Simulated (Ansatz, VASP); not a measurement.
Ge in VASP and in Ansatz

```xyz
1
Lattice="0.0000 2.0984 2.0984 2.0984 0.0000 2.0984 2.0984 2.0984 0.0000" Properties=species:S:1:pos:R:3 pbc="T T T"
Ge    0.0000    0.0000    0.0000
```

Alike in both runs: task single point; functional PBE; k mesh 10 × 10 × 10; occupations gaussian, width 0.1 eV; non-collinear spin, spin-orbit coupling.

|  | VASP | Ansatz |
| --- | --- | --- |
| version | VASP 6.6.1 | Ansatz 0.2.0 |
| potentials or method | VASP PAW PBE potentials, release 64 (Ge_d), cutoff 500 eV | plane waves, PAW |
| valence electrons in the cell | 14 | 14 |

Ansatz gave:

- pressure (GPa): 3.9
- net moment per atom (μB): 0.00

Problem. What did VASP give for the same quantities?

Solution. Pressure (GPa): 3.7; net moment per atom (μB): 0.00.
